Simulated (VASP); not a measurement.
# CdTe (F-43m) in VASP: notebook

Runs on CdTe. Level: PBE. Tasks: single point, relaxation of cell and atoms.

All numbers are computed with VASP 6.6.1; they aren't measurements. Logs are shortened: lines on timing, memory, paths and dates and some standing lists are left out, and cuts for length are marked.

## (1) The cell of the first run

Symmetry: F-43m, No. 216, cubic system. Conventional cell: a = 6.619 Å, b = 6.619 Å, c = 6.619 Å, α = 90.00°, β = 90.00°, γ = 90.00°. Within 3.8 Å of Cd (site symmetry -43m) lie 4 Te at 2.87 Å. Te (site symmetry -43m) has 4 Cd at 2.87 Å within 3.8 Å.

## (2) Single point, PBE

The input, INCAR:

```
  ALGO = Normal
  EDIFF = 1E-6
  ENCUT = 520
  GGA = PE
  ISIF = 2
  ISMEAR = 0
  LASPH = T
  LCHARG = F
  LREAL = F
  LWAVE = F
  NBANDS = 16
  NELM = 100
  PREC = Accurate
  SIGMA = 0.02
```

The input, KPOINTS:

```
k-points
0
Gamma
  10 10 10
```

The input, POSCAR:

```
CdTe
1.0
    0.0000000000      3.3092645818      3.3092645818
    3.3092645818      0.0000000000      3.3092645818
    3.3092645818      3.3092645818      0.0000000000
Cd Te
1 1
Direct
    0.0000000000      0.0000000000      0.0000000000
    0.7500000000      0.7500000000      0.7500000000
```

Potentials or basis: VASP PAW PBE potentials, release 64 (Cd, Te).

The run is started by

```console
$ cat potpaw_PBE.64/Cd/POTCAR potpaw_PBE.64/Te/POTCAR > POTCAR
$ mpirun -np 1 vasp_std > vasp.out
```

OUTCAR:

```text
EDIFF = 1E-6
   ENCUT = 520
   GGA = PE
   ISIF = 2
   ISMEAR = 0
   LASPH = T
   LREAL = F
   NELM = 100
   PREC = Accurate

 ion  position               nearest neighbor table
   1  0.000  0.000  0.000-   2 2.87   2 2.87   2 2.87   2 2.87
   2  0.750  0.750  0.750-   1 2.87   1 2.87   1 2.87   1 2.87

  LATTYP: Found a face centered cubic cell.
 ALAT       =     6.6185291636

  Lattice vectors:

 A1 = (   0.0000000000,   3.3092645818,   3.3092645818)
 A2 = (   3.3092645818,   0.0000000000,   3.3092645818)
 A3 = (   3.3092645818,   3.3092645818,   0.0000000000)

Analysis of symmetry for initial positions (statically):
=====================================================================
 Subroutine PRICEL returns:
 Original cell was already a primitive cell.

 Routine SETGRP: Setting up the symmetry group for a
 face centered cubic supercell.

 Subroutine GETGRP returns: Found 24 space group operations
 (whereof 24 operations were pure point group operations)
 out of a pool of 48 trial point group operations.

The static configuration has the point symmetry T_d .

Analysis of symmetry for dynamics (positions and initial velocities):
=====================================================================
 Subroutine PRICEL returns:
 Original cell was already a primitive cell.

 Routine SETGRP: Setting up the symmetry group for a
 face centered cubic supercell.

 Subroutine GETGRP returns: Found 24 space group operations
 (whereof 24 operations were pure point group operations)
 out of a pool of 48 trial point group operations.

The dynamic configuration has the point symmetry T_d .

 Subroutine INISYM returns: Found 24 space group operations
 (whereof 24 operations are pure point group operations),
 and found     1 'primitive' translations

----------------------------------------------------------------------------------------

                                     Primitive cell

  volume of cell :      72.4810

  direct lattice vectors                    reciprocal lattice vectors
     0.000000000  3.309264582  3.309264582    -0.151090971  0.151090971  0.151090971
     3.309264582  0.000000000  3.309264582     0.151090971 -0.151090971  0.151090971
     3.309264582  3.309264582  0.000000000     0.151090971  0.151090971 -0.151090971

  length of vectors
     4.680006853  4.680006853  4.680006853     0.261697239  0.261697239  0.261697239

  position of ions in fractional coordinates (direct lattice)
     0.000000000  0.000000000  0.000000000
     0.750000000  0.750000000  0.750000000

  ion indices of the primitive-cell ions
   primitive index   ion index
                 1           1
                 2           2

----------------------------------------------------------------------------------------

 KPOINTS: k-points

Automatic generation of k-mesh.
 Grid dimensions read from file:
 generate k-points for:   10   10   10

 Generating k-lattice:

  Cartesian coordinates                     Fractional coordinates (reciprocal lattice)
    -0.015109097  0.015109097  0.015109097     0.100000000  0.000000000  0.000000000
     0.015109097 -0.015109097  0.015109097     0.000000000  0.100000000  0.000000000
     0.015109097  0.015109097 -0.015109097     0.000000000  0.000000000  0.100000000

  Length of vectors
     0.026169724  0.026169724  0.026169724

  Shift w.r.t. Gamma in fractional coordinates (k-lattice)
     0.000000000  0.000000000  0.000000000

 Subroutine IBZKPT returns following result:
 ===========================================

 Found     47 irreducible k-points:

 Following reciprocal coordinates:
            Coordinates               Weight
  0.000000  0.000000  0.000000      1.000000
  0.100000  0.000000  0.000000      8.000000
  0.200000  0.000000  0.000000      8.000000
  0.300000  0.000000  0.000000      8.000000
  0.400000  0.000000  0.000000      8.000000
  0.500000  0.000000  0.000000      4.000000
[... 16 lines left out ...]
  0.300000  0.300000  0.000000      6.000000
  0.400000  0.300000  0.000000     24.000000
 [... further k-points ...]
   k-points           NKPTS =     47   k-points in BZ     NKDIM =     47   number of bands    NBANDS=     16
   number of dos      NEDOS =    301   number of ions     NIONS =      2
   total plane-waves  NPLWV =  46656
   dimension x,y,z NGX =    36 NGY =   36 NGZ =   36
   dimension x,y,z NGXF=    72 NGYF=   72 NGZF=   72
   ions per type =               1   1
   NGX,Y,Z   is equivalent  to a cutoff of  12.79, 12.79, 12.79 a.u.
   NGXF,Y,Z  is equivalent  to a cutoff of  25.58, 25.58, 25.58 a.u.
 SYSTEM =  unknown system
   PREC   = accura    normal or accurate (medium, high low for compatibility)
   ISTART =      0    job   : 0-new  1-cont  2-samecut
   ICHARG =      2    charge: 1-file 2-atom 10-const
   ISPIN  =      1    spin polarized calculation?
   LNONCOLLINEAR =      F non collinear calculations
   LSORBIT =      F    spin-orbit coupling
   LASPH  =      T    aspherical Exc in radial PAW
[... 106 lines left out ...]
  band No.  band energies     occupation
      1      -8.7301      2.00000
      2      -6.2438      2.00000
      3      -6.2438      2.00000
      4      -6.0706      2.00000
      5      -6.0706      2.00000
      6      -5.8584      2.00000
[... 8 lines left out ...]
     15      11.1792      0.00000
     16      11.1792      0.00000

 k-point     6 :       0.5000    0.0000    0.0000
  band No.  band energies     occupation
      1      -8.6985      2.00000
      2      -6.2401      2.00000
      3      -6.2401      2.00000
      4      -6.0684      2.00000
      5      -6.0684      2.00000
      6      -5.7725      2.00000
[... 8 lines left out ...]
     15      11.9493      0.00000
     16      11.9493      0.00000

 k-point     7 :       0.1000    0.1000    0.0000
  band No.  band energies     occupation
      1      -8.9947      2.00000
      2      -6.2810      2.00000
      3      -6.2810      2.00000
      4      -6.2644      2.00000
      5      -6.0796      2.00000
      6      -6.0736      2.00000
[... 8 lines left out ...]
     15      10.0017      0.00000
     16      11.1285      0.00000

 k-point     8 :       0.2000    0.1000    0.0000
  band No.  band energies     occupation
      1      -8.9267      2.00000
      2      -6.2700      2.00000
      3      -6.2657      2.00000
      4      -6.2017      2.00000
      5      -6.0810      2.00000
      6      -6.0715      2.00000
[... 8 lines left out ...]
     15      10.6558      0.00000
     16      10.8839      0.00000

 k-point     9 :       0.3000    0.1000    0.0000
  band No.  band energies     occupation
      1      -8.8280      2.00000
      2      -6.2556      2.00000
      3      -6.2483      2.00000
      4      -6.1023      2.00000
      5      -6.0691      2.00000
      6      -6.0506      2.00000
[... 8 lines left out ...]
     15      10.7331      0.00000
     16      10.9344      0.00000
[... 172 lines left out ...]
 k-point    19 :       0.5000    0.2000    0.0000
  band No.  band energies     occupation
      1      -8.6633      2.00000
      2      -6.2221      2.00000
      3      -6.2105      2.00000
      4      -6.0955      2.00000
      5      -6.0647      2.00000
      6      -5.7394      2.00000
[... 8 lines left out ...]
     15      12.0023      0.00000
     16      12.0681      0.00000

 k-point    20 :      -0.4000    0.2000    0.0000
  band No.  band energies     occupation
      1      -8.6570      2.00000
      2      -6.2219      2.00000
      3      -6.2149      2.00000
      4      -6.0839      2.00000
      5      -6.0723      2.00000
      6      -5.7113      2.00000
[... 8 lines left out ...]
     15      10.9133      0.00000
     16      11.9021      0.00000

 k-point    21 :      -0.3000    0.2000    0.0000
  band No.  band energies     occupation
      1      -8.7005      2.00000
      2      -6.2282      2.00000
      3      -6.2261      2.00000
      4      -6.0805      2.00000
      5      -6.0791      2.00000
      6      -5.8238      2.00000
[... 8 lines left out ...]
     15      11.0542      0.00000
     16      12.2611      0.00000

 k-point    22 :      -0.2000    0.2000    0.0000
  band No.  band energies     occupation
      1      -8.7789      2.00000
      2      -6.2472      2.00000
      3      -6.2367      2.00000
      4      -6.0839      2.00000
      5      -6.0830      2.00000
      6      -5.9787      2.00000
[... 8 lines left out ...]
     15      11.2057      0.00000
     16      11.8683      0.00000

 k-point    23 :       0.3000    0.3000    0.0000
  band No.  band energies     occupation
      1      -8.7428      2.00000
      2      -6.2078      2.00000
      3      -6.2078      2.00000
      4      -6.1414      2.00000
      5      -6.0592      2.00000
      6      -5.9633      2.00000
[... 8 lines left out ...]
     15      11.7845      0.00000
     16      13.0222      0.00000

 k-point    24 :       0.4000    0.3000    0.0000
  band No.  band energies     occupation
      1      -8.6780      2.00000
      2      -6.1973      2.00000
      3      -6.1911      2.00000
      4      -6.1350      2.00000
      5      -6.0569      2.00000
      6      -5.8403      2.00000
[... 8 lines left out ...]
     15      12.1636      0.00000
     16      13.2155      0.00000

 [... further k-points ...]
[... 5 lines left out ...]
  --------------------------------------------------------------------------------------
  -------------------------------------------------------------------------------------
  Total        0.0494260      0.0494260      0.0494260      0.0000000      0.0000000     -0.0000000
  in kB        1.0925516      1.0925516      1.0925516      0.0000000      0.0000000     -0.0000000
  external PRESSURE =       1.0925516 kB  Pullay stress =       0.0000000 kB

 VOLUME and BASIS-vectors are now :
 -----------------------------------------------------------------------------
  energy-cutoff  :      520.00
  volume of cell :       72.48
      direct lattice vectors                 reciprocal lattice vectors
     0.000000000  3.309264582  3.309264582    -0.151090971  0.151090971  0.151090971
     3.309264582  0.000000000  3.309264582     0.151090971 -0.151090971  0.151090971
     3.309264582  3.309264582  0.000000000     0.151090971  0.151090971 -0.151090971

 POSITION                                       TOTAL-FORCE (eV/Angst)
 -----------------------------------------------------------------------------------
      0.00000      0.00000      0.00000        -0.000000     -0.000000     -0.000000
      4.96390      4.96390      4.96390         0.000000      0.000000      0.000000
 -----------------------------------------------------------------------------------
    total drift:                                0.000000      0.000000      0.000001

  FREE ENERGIE OF THE ION-ELECTRON SYSTEM (eV)
  ---------------------------------------------------
  free  energy   TOTEN  =        -4.8127959764 eV

  energy  without entropy=       -4.8127959764  energy(sigma->0) =       -4.81279598
```

Run time: 19 s. Hardware: 1 thread of Intel Xeon 6975P-C (Granite Rapids), shared host; peak memory 0.23 GiB.

What came out:

- Free energy: -4.8128 eV
- Pressure: 0.1 GPa
- Band gap on the k mesh: 0.58 eV, direct

Levels at points of the mesh, in eV from the valence-band top:
```tsv
k point	band 6	band 7	band 8	band 9	band 10	band 11	band 12	band 13
(0.00, 0.00, 0.00)	-7.87	0.00	0.00	0.00	0.58	4.64	4.64	4.64
(0.50, 0.00, 0.00)	-7.57	-4.08	-0.69	-0.69	1.76	5.21	5.21	7.01
(0.50, 0.50, 0.00)	-7.45	-4.01	-1.66	-1.66	2.67	2.74	8.51	8.81
```

Caveat: spin-orbit coupling is left out, which moves the levels of the heavy elements. As with any semilocal functional, this PBE gap is likely too small.

## (3) Relaxation of cell and atoms, PBE, target pressure 3 GPa, at which the enthalpy is minimised

The input, INCAR:

```
SYSTEM = CdTe
PREC = Accurate
ENCUT = 600
EDIFF = 1E-6
ISMEAR = 0
SIGMA = 0.01
LREAL = .FALSE.
LASPH = .TRUE.
NELM = 100
ALGO = Normal
ISIF = 3
LWAVE = .FALSE.
LCHARG = .FALSE.
GGA = PE
IBRION = 2
NSW = 80
EDIFFG = -0.001
PSTRESS = 30.0
```

The input, KPOINTS:

```
Automatic mesh
0
G
  10 10 10
  0 0 0
```

POSCAR is that of step 2.

Potentials or basis: VASP PAW PBE potentials, release 64 (Cd, Te).

The run is started by

```console
$ cat potpaw_PBE.64/Cd/POTCAR potpaw_PBE.64/Te/POTCAR > POTCAR
$ mpirun -np 1 vasp_std > vasp.out
```

Run time: 60 s. Hardware: 1 thread of Intel Xeon 6975P-C (Granite Rapids), shared host; peak memory 0.28 GiB.

Results (log left out):

| Item | Value |
| --- | --- |
| Free energy | -4.7685 eV |
| Relaxed volume | 33.79 Å³/atom |
| Relaxed cell | a = 4.572 Å, b = 4.572 Å, c = 4.572 Å, α = 60.00°, β = 60.00°, γ = 60.00° |
| Space group after relaxing (to 0.05 Å) | F-43m (No. 216) |
| Energy change on relaxing (the enthalpy is what falls) | +22.0 meV/atom |
| Ionic steps | 3 |
| Pressure after relaxing | 3.0 GPa |
| Band gap on the k mesh | 0.79 eV, direct |

Step by step:
| step | energy change (eV) | largest force (eV/Å) | pressure (GPa) | volume (Å³) |
| --- | --- | --- | --- | --- |
| 1 | 0.0000 | 0.0000 | 0.07 | 72.48 |
| 2 | 0.0863 | 0.0000 | 4.45 | 65.75 |
| 3 | 0.0440 | 0.0000 | 3.00 | 67.58 |

Final structure:
```cif
data_structure
_symmetry_space_group_name_H-M 'P 1'
_symmetry_Int_Tables_number 1
_cell_length_a 4.5720
_cell_length_b 4.5720
_cell_length_c 4.5720
_cell_angle_alpha 60.000
_cell_angle_beta 60.000
_cell_angle_gamma 60.000
_cell_volume 67.58
loop_
_atom_site_label
_atom_site_type_symbol
_atom_site_fract_x
_atom_site_fract_y
_atom_site_fract_z
_atom_site_occupancy
Cd1 Cd 0.00000 0.00000 0.00000 1
Te1 Te 0.75000 0.75000 0.75000 1
```

Levels at points of the mesh, in eV from the valence-band top:
| k point | band 7 | band 8 | band 9 | band 10 | band 11 | band 12 |
| --- | --- | --- | --- | --- | --- | --- |
| (0.00, 0.00, 0.00) | 0.00 | 0.00 | 0.00 | 0.79 | 4.60 | 4.60 |
| (0.50, 0.00, 0.00) | -4.46 | -0.79 | -0.79 | 1.83 | 5.19 | 5.19 |
| (0.50, 0.50, 0.00) | -4.34 | -1.89 | -1.89 | 2.59 | 2.67 | 8.88 |

Caveat: the cell is relaxed towards a set pressure, so the enthalpy falls and the energy may rise; spin-orbit coupling is left out, which moves the levels of the heavy elements. As with any semilocal functional, this PBE gap is likely too small.

## (4) Single point, PBE

This run uses another cell than the first one, of 25.25 Å³/atom, 0.697 times its volume.

The input, INCAR:

```
SYSTEM = CdTe
ALGO = Normal
EDIFF = 1E-7
ENCUT = 520
GGA = PE
ISIF = 2
ISMEAR = 0
LASPH = .True.
LCHARG = .False.
LREAL = .False.
LWAVE = .False.
NBANDS = 16
NELM = 60
PREC = Accurate
SIGMA = 0.01
```

The input, KPOINTS:

```
k-points
0
Gamma
  10 10 10
  0 0 0
```

The input, POSCAR:

```
CdTe
1.0
    0.0000000000      2.9338934746      2.9338934746
    2.9338934746      0.0000000000      2.9338934746
    2.9338934746      2.9338934746      0.0000000000
Cd Te
1 1
Direct
    0.0000000000      0.0000000000      0.0000000000
    0.7500000000      0.7500000000      0.7500000000
```

The run is started by

```console
$ cat potpaw_PBE.64/Cd/POTCAR potpaw_PBE.64/Te/POTCAR > POTCAR
$ mpirun -np 1 vasp_std > vasp.out
```

It took 13 s on 1 thread of Intel Xeon 6975P-C (Granite Rapids), shared host; peak memory 0.19 GiB.

The run converged. Its results:

```
Free energy            : -3.3266 eV
Pressure               : 30.4 GPa
Band gap on the k mesh : 1.71 eV, direct
```

Levels at points of the mesh, in eV from the valence-band top:
```
           k point  band 5  band 6  band 7  band 8  band 9  band 10  band 11  band 12  band 13  band 14
(0.00, 0.00, 0.00)   -9.33   -9.33    0.00    0.00    0.00     1.71     4.20     4.20     4.20     7.69
(0.50, 0.00, 0.00)   -9.31   -8.66   -6.55   -1.35   -1.35     2.04     4.88     4.88     6.79    10.03
(0.50, 0.50, 0.00)   -9.26   -8.40   -6.03   -3.16   -3.16     1.76     2.28    10.62    10.62    10.74
```

Caveat: spin-orbit coupling is left out, which moves the levels of the heavy elements. A hybrid or GW would open this gap; PBE tends to underestimate it.

## (5) Relaxation of cell and atoms, PBE, target pressure 30 GPa, at which the enthalpy is minimised

The input, INCAR:

```
SYSTEM = CdTe
PREC = Accurate
ENCUT = 600
EDIFF = 1E-6
ISMEAR = 0
SIGMA = 0.01
LREAL = .False.
LASPH = .True.
NELM = 80
ALGO = Normal
ISIF = 3
LWAVE = .False.
LCHARG = .False.
GGA = PE
IBRION = 2
NSW = 80
EDIFFG = -0.001
PSTRESS = 300.0
```

The input, KPOINTS:

```
regular mesh
0
Gamma
  10 10 10
  0 0 0
```

The input, POSCAR:

```
CdTe
1.0
    0.0000000000      3.3092645821      3.3092645821
    3.3092645821      0.0000000000      3.3092645821
    3.3092645821      3.3092645821      0.0000000000
Cd Te
1 1
Direct
    0.0000000000      0.0000000000      0.0000000000
    0.7500000000      0.7500000000      0.7500000000
```

The run is started by

```console
$ cat potpaw_PBE.64/Cd/POTCAR potpaw_PBE.64/Te/POTCAR > POTCAR
$ mpirun -np 1 vasp_std > vasp.out
```

Wall time 3.5 min (1 thread of Intel Xeon 6975P-C (Granite Rapids), shared host); peak memory 0.3 GiB.

The run converged. Its results:

| Property | Result |
| --- | --- |
| Free energy | -3.3561 eV |
| Relaxed volume | 25.32 Å³/atom |
| Relaxed cell | a = 4.153 Å, b = 4.153 Å, c = 4.153 Å, α = 60.00°, β = 60.00°, γ = 60.00° |
| Space group after relaxing (to 0.05 Å) | F-43m (No. 216) |
| Energy change on relaxing (the enthalpy is what falls) | +728.2 meV/atom |
| Ionic steps | 20 |
| Pressure after relaxing | 30.0 GPa |
| Band gap on the k mesh | 1.70 eV, direct |

Step by step:
```tsv
step	energy change (eV)	largest force (eV/Å)	pressure (GPa)	volume (Å³)
1	0.0000	0.0000	0.07	72.48
2	35.5329	0.0000	678.10	22.13
3	0.7237	0.0000	17.67	55.67
4	0.9693	0.0000	21.92	53.68
5	1.4918	0.0000	30.58	50.46
6	1.4189	0.0000	29.45	50.85
7	1.4202	0.0000	29.41	50.84
8	1.4242	0.0000	29.46	50.82
9	1.4243	0.0000	29.48	50.82
10	1.4243	0.0000	29.48	50.82
11	1.4245	0.0000	29.48	50.82
12	1.4248	0.0000	29.48	50.82
13	1.4255	0.0000	29.48	50.81
14	1.4269	0.0000	29.52	50.81
15	1.4295	0.0000	29.56	50.79
16	1.4349	0.0000	29.63	50.76
17	1.4457	0.0000	29.79	50.70
18	1.4675	0.0000	30.19	50.59
19	1.4574	0.0000	30.02	50.64
20	1.4564	0.0000	30.00	50.65
```

Final structure:
```cif
data_structure
_symmetry_space_group_name_H-M 'P 1'
_symmetry_Int_Tables_number 1
_cell_length_a 4.1530
_cell_length_b 4.1530
_cell_length_c 4.1530
_cell_angle_alpha 60.000
_cell_angle_beta 60.000
_cell_angle_gamma 60.000
_cell_volume 50.65
loop_
_atom_site_label
_atom_site_type_symbol
_atom_site_fract_x
_atom_site_fract_y
_atom_site_fract_z
_atom_site_occupancy
Cd1 Cd 0.00000 0.00000 0.00000 1
Te1 Te 0.75000 0.75000 0.75000 1
```

Levels at points of the mesh, in eV from the valence-band top:
| k point | band 7 | band 8 | band 9 | band 10 | band 11 | band 12 |
| --- | --- | --- | --- | --- | --- | --- |
| (0.00, 0.00, 0.00) | 0.00 | 0.00 | 0.00 | 1.70 | 4.21 | 4.21 |
| (0.50, 0.00, 0.00) | -6.52 | -1.34 | -1.34 | 2.04 | 4.89 | 4.89 |
| (0.50, 0.50, 0.00) | -6.01 | -3.15 | -3.15 | 1.77 | 2.29 | 10.61 |

Caveat: the cell is relaxed towards a set pressure, so the enthalpy falls and the energy may rise; the volume moved by over 15 % at a fixed basis, so the end points are rough; spin-orbit coupling is left out, which moves the levels of the heavy elements. A hybrid or GW would open this gap; PBE tends to underestimate it.

## (6) Summary

```tsv
task	cell	cutoff (eV)	smearing	gap on the mesh (eV)	pressure (GPa)
single point	a = 4.680 Å, angles 60.0°, 2 atoms	520	gaussian 0.02 eV	0.58	0.1
relaxation of cell and atoms	relaxed to 3 GPa from a = 4.680 Å, angles 60.0°, 2 atoms	600	gaussian 0.01 eV	0.79	3.0
single point	a = 4.149 Å, angles 60.0°, 2 atoms	520	gaussian 0.01 eV	1.71	30.4
relaxation of cell and atoms	relaxed to 30 GPa from a = 4.680 Å, angles 60.0°, 2 atoms	600	gaussian 0.01 eV	1.70	30.0
```

Alike in all rows: level PBE; potentials or basis VASP PAW PBE potentials, release 64 (Cd, Te); no spin polarisation; k mesh 10 × 10 × 10.

Caveats: spin-orbit coupling is left out, which moves the levels of the heavy elements; the cell is relaxed towards a set pressure, so the enthalpy falls and the energy may rise (some runs); the volume moved by over 15 % at a fixed basis, so the end points are rough (some runs).

Absolute energies hang on the potentials; compare differences alone.
